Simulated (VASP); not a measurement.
A run of VASP 6.6.1:

INCAR

```
SYSTEM = Mg3CdTe4
PREC = Accurate
ENCUT = 520
EDIFF = 1E-7
ISMEAR = 0
SIGMA = 0.02
LREAL = .FALSE.
LASPH = .TRUE.
NELM = 60
ALGO = Normal
ISIF = 2
LWAVE = .FALSE.
LCHARG = .FALSE.
GGA = PE
NBANDS = 31
```

KPOINTS

```
Automatic mesh
0
G
  6 6 2
  0 0 0
```

The input POSCAR:

```
Mg3CdTe4
1.0
    4.6276306512      0.0000000000      0.0000000000
   -2.3138153256      4.0076457033      0.0000000000
    0.0000000000      0.0000000000     15.0715452325
Mg Cd Te
3 1 4
Direct
    0.3333333333      0.6666666667      0.9993759391
    0.6666666667      0.3333333333      0.2470149584
    0.6666666667      0.3333333333      0.7511783596
    0.3333333333      0.6666666667      0.5011745842
    0.3333333333      0.6666666667      0.1867020174
    0.3333333333      0.6666666667      0.6912795809
    0.6666666667      0.3333333333      0.4346272800
    0.6666666667      0.3333333333      0.9386472404
```

Potentials or basis: VASP PAW PBE potentials, release 64 (Mg, Cd, Te).

The run is started by

```console
$ cat potpaw_PBE.64/Mg/POTCAR potpaw_PBE.64/Cd/POTCAR potpaw_PBE.64/Te/POTCAR > POTCAR
$ mpirun -np 1 vasp_std > vasp.out
```

Hardware: 1 thread of Intel Xeon 8259CL, on a shared host.

**Question.** Estimate the wall time of this run.

**Answer.** Wall time 3.5 min on 1 thread of Intel Xeon 8259CL, on a shared host, peak memory 0.44 GiB. Counts: scf iterations 16, k points 14.
